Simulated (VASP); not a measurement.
Wanted: the native input for a VASP 6.6.1 run.

```yaml
Task: single point
Functional: PBE
Dispersion: D3(BJ)
Potentials_or_basis: VASP PAW PBE potentials, release 64 (Ti_sv, Te)
Cutoff: 520 eV
k_mesh: 15 × 15 × 8
Occupations: gaussian, width 0.3 eV
Spin: no spin polarisation
Dipole_correction: no
Further_INCAR_settings: ALGO = Normal; EDIFF = 1e-06; NBANDS = 19
```

The structure of TiTe2 lies in POSCAR:

```
TiTe2
1.0
    3.6655147799      0.0000000000      0.0000000000
   -1.8327573900      3.1744289174      0.0000000000
    0.0000000000      0.0000000000      6.3025765735
Ti Te
1 2
Direct
    0.0000000000      0.0000000000      0.0000000000
    0.6666666667      0.3333333333      0.2751371947
    0.3333333333      0.6666666667      0.7248628053
```

One way to write it, as run:

INCAR

```
ALGO = Normal
EDIFF = 1E-6
ENCUT = 520
GGA = PE
ISIF = 2
ISMEAR = 0
IVDW = 12
LASPH = T
LCHARG = F
LREAL = F
LWAVE = F
NBANDS = 19
NELM = 60
PREC = Accurate
SIGMA = 0.3
```

KPOINTS

```
k-points
0
Gamma
  15 15 8
```

Potentials or basis: VASP PAW PBE potentials, release 64 (Ti_sv, Te).

Run with:

```sh
$ cat potpaw_PBE.64/Ti_sv/POTCAR potpaw_PBE.64/Te/POTCAR > POTCAR
$ mpirun -np 1 vasp_std > vasp.out
```

Results of the run:

```yaml
Pressure: 1.3 GPa
Largest_force: 0.005 eV/Å
Band_gap_on_the_k_mesh: zero (bands 12 and 13 overlap by 0.87 eV)
Dispersion_energy_per_atom: -0.538 eV
```

Caveat: so wide a smearing shifts energies and pressures; spin-orbit coupling is left out, which moves the levels of the heavy elements.

Wall time 2.4 min on 1 thread of AMD EPYC 9R45 (Zen 5), on a shared host, peak memory 0.36 GiB.
